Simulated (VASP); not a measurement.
Write the native input for VASP 6.6.1 that does the following.

- Task: single point
- Functional: HSE06
- Potentials or basis: VASP PAW PBE potentials, release 64 (C)
- Cutoff: 520 eV
- k mesh: 9 × 9 × 4
- Occupations: gaussian, width 0.01 eV
- Spin: no spin polarisation
- Dipole correction: no
- Grid for exact exchange (PRECFOCK): Normal
- Further INCAR settings: ALGO = Normal; EDIFF = 1e-06; NBANDS = 16
- Share of exact exchange: 0.25
- Screening parameter: 0.2079 1/Å

C:

```xyz
4
Lattice="2.4614 0.0000 0.0000 -1.2307 2.1316 0.0000 0.0000 0.0000 4.1628" Properties=species:S:1:pos:R:3 pbc="T T T"
C     0.0000    1.4211    0.0003
C     1.2307    0.7105    2.0817
C     0.0000    1.4211    1.5567
C     1.2307    0.7105    3.6381
```

The input as run:

POSCAR

```
C
1.0
    2.4613721845      0.0000000000      0.0000000000
   -1.2306860922      2.1316108399      0.0000000000
    0.0000000000      0.0000000000      4.1628418349
C
4
Direct
    0.3333333333      0.6666666667      0.0000602341
    0.6666666667      0.3333333333      0.5000602341
    0.3333333333      0.6666666667      0.3739397659
    0.6666666667      0.3333333333      0.8739397659
```

INCAR.step1

```
SYSTEM = C
PREC     = Accurate       ! precision mode
ENCUT    = 520            ! plane-wave cutoff, eV
EDIFF    = 1E-5           ! SCF threshold, eV
ISMEAR   = 0              ! smearing method
SIGMA    = 0.01           ! smearing width, eV
LREAL    = .False.        ! projectors in reciprocal space
LASPH    = .True.         ! aspherical terms in the spheres
NELM     = 120            ! most SCF steps
ALGO     = Normal         ! electronic algorithm
ISIF     = 2              ! what is computed and relaxed
LWAVE    = .True.         ! write WAVECAR
LCHARG   = .False.        ! write CHGCAR
NBANDS   = 16             ! bands
GGA      = PE             ! functional
GGA_COMPAT= .False.
```

INCAR.step2

```
SYSTEM = C
PREC     = Accurate       ! precision mode
ENCUT    = 520            ! plane-wave cutoff, eV
EDIFF    = 1E-6           ! SCF threshold, eV
ISMEAR   = 0              ! smearing method
SIGMA    = 0.01           ! smearing width, eV
LREAL    = .False.        ! projectors in reciprocal space
LASPH    = .True.         ! aspherical terms in the spheres
NELM     = 120            ! most SCF steps
ALGO     = Normal         ! electronic algorithm
ISIF     = 2              ! what is computed and relaxed
LWAVE    = .False.        ! write WAVECAR
LCHARG   = .False.        ! write CHGCAR
GGA      = PE             ! functional
LHFCALC  = .True.         ! exact exchange
HFSCREEN = 0.2079         ! screening, 1/A
PRECFOCK = Normal       
NBANDS   = 16             ! bands
ISTART   = 1            
GGA_COMPAT= .False.
```

KPOINTS

```
Automatic mesh
0
Gamma
  9 9 4
  0 0 0
```

Potentials or basis: VASP PAW PBE potentials, release 64 (C).

Run with:

```bash
$ cat potpaw_PBE.64/C/POTCAR > POTCAR
$ cp INCAR.step1 INCAR
$ mpirun -np 1 vasp_std > vasp.out
$ cp INCAR.step2 INCAR
$ mpirun -np 1 vasp_std > vasp.out
```

It gave:

```
Pressure               : 12.1 GPa
Largest force          : 0.022 eV/Å
Band gap on the k mesh : 4.17 eV (least direct gap 6.37 eV)
```

Caveat: the stress differs along the axes, from -3 to 20 GPa; the PAW data sets were made with another functional, which shifts forces and pressure a little.

It took 46 min on 1 thread of Intel Xeon 8259CL (shared host), peak memory 0.24 GiB.
